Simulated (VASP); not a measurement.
Wanted: the native input for a VASP 6.6.1 run.

- Task: single point
- Functional: r2SCAN
- Potentials or basis: VASP PAW PBE potentials, release 64 (K_sv)
- Cutoff: 520 eV
- k mesh: 12 × 12 × 12
- Occupations: gaussian, width 0.15 eV
- Spin: no spin polarisation
- Dipole correction: no
- Further INCAR settings: ALGO = Normal; EDIFF = 1e-07; NBANDS = 10

The system is K.

```
K
1.0
     4.06706    0.00000    0.00000
     0.00000    4.06706    0.00000
     0.00000    0.00000    4.06706
K
1
Direct
  0.00000 0.00000 0.00000
```

This isn't the form of K at room conditions, which is bcc.

One way to write it, as run:

POSCAR

```
K
1.0
    4.0670570559      0.0000000000      0.0000000000
    0.0000000000      4.0670570559      0.0000000000
    0.0000000000      0.0000000000      4.0670570559
K
1
Direct
    0.0000000000      0.0000000000      0.0000000000
```

INCAR.step1

```
PREC = Accurate ; ENCUT = 520
ISMEAR = 0 ; SIGMA = 0.15
LREAL = F ; LASPH = T
NELM = 100 ; NBANDS = 10
GGA = PE ; ALGO = Normal
EDIFF = 1E-4 ; LWAVE = T
LCHARG = F
```

INCAR.step2

```
PREC = Accurate ; ENCUT = 520
EDIFF = 1E-7 ; ISMEAR = 0
SIGMA = 0.15 ; LREAL = F
LASPH = T ; NELM = 100
ALGO = Normal ; ISIF = 2
LWAVE = F ; LCHARG = T
METAGGA = R2SCAN ; LMIXTAU = T
LELF = T ; LVHAR = T
NBANDS = 10 ; ISTART = 1
```

KPOINTS

```
Automatic mesh
0
Gamma
  12 12 12
```

Potentials or basis: VASP PAW PBE potentials, release 64 (K_sv).

Launch:

```console
$ cat potpaw_PBE.64/K_sv/POTCAR > POTCAR
$ cp INCAR.step1 INCAR
$ mpirun -np 1 vasp_std > vasp.out
$ cp INCAR.step2 INCAR
$ mpirun -np 1 vasp_std > vasp.out
```

It gave:

| Item | Value |
| --- | --- |
| Pressure | 0.6 GPa |
| Band gap on the k mesh | zero (an odd number of electrons rules out a gap without spin polarisation) |

Caveat: the PAW data sets were made with another functional, which shifts forces and pressure a little.

Wall time 3.1 min on 1 thread of Intel(R) Xeon(R) Platinum 8259CL CPU @ 2.50GHz (Skylake/Cascade Lake) (shared host), peak memory 0.19 GiB.
